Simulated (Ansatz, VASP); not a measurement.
# Al: VASP beside Ansatz

```
CELL_PARAMETERS angstrom
2.87708 0.00000 0.00000
-1.43854 2.49162 0.00000
0.00000 0.00000 4.64446
ATOMIC_POSITIONS crystal
Al 0.33333 0.66667 0.25000
Al 0.66667 0.33333 0.75000
```

Alike in both runs: task single point; functional r2SCAN; k mesh 14 × 14 × 8; occupations fermi-dirac, width 0.1 eV; no spin polarisation.

|  | VASP | Ansatz |
| --- | --- | --- |
| version | VASP 6.6.1 | Ansatz 0.2.0 |
| potentials or method | VASP PAW PBE potentials, release 64 (Al), cutoff 520 eV | plane waves (500 eV) with PAW, scalar-relativistic |
| valence electrons in the cell | 6 | 6 |

Ansatz gave:

```
pressure (GPa)                                                : -3.2
traceless stress, the component that is largest in VASP (GPa) : 1.23
```

Q: Estimate VASP's values.

A: Pressure (GPa): -3.5; traceless stress, the component that is largest in VASP (GPa): 1.22.

VASP's potentials were made for PBE, not for r2SCAN. The functional is the same, so the differences come from potentials, cutoffs and numerics.
